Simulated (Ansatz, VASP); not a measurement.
## Se: VASP beside Ansatz

```
CELL_PARAMETERS angstrom
-0.01076 3.08909 3.12263
3.15864 0.01169 3.10018
3.18328 3.09128 -0.01295
ATOMIC_POSITIONS crystal
Se 0.49462 0.50655 0.50177
Se 0.75811 0.73243 0.77262
```

Alike in both runs: task single point; functional PBEsol; k mesh 4 × 4 × 4; occupations fermi-dirac, width 0.05 eV; no spin polarisation.

|  | VASP | Ansatz |
| --- | --- | --- |
| version | VASP 6.6.1 | Ansatz 0.2.0 |
| potentials or method | VASP PAW PBE potentials, release 64 (Se), cutoff 520 eV | plane waves, PAW |
| valence electrons in the cell | 12 | 32 |

```csv
,VASP,Ansatz,Ansatz less VASP
pressure (GPa),-0.2,-0.2,-0.07
"traceless stress, the component that is largest in VASP (GPa)",2.55,2.56,+0.004
rms of the force components (eV/Å),0.513,0.512,-0.0014
```

VASP's potentials were made for PBE, not for PBEsol. Atom by atom the forces differ by 0.001 eV/Å (rms over components). VASP's potentials hold 12 valence electrons a cell and Ansatz's 32, so a difference there can come from the potentials and not from the codes. Ansatz's warnings: stress scf threshold loose.

The k mesh is coarse, so the values compare programs but aren't converged.
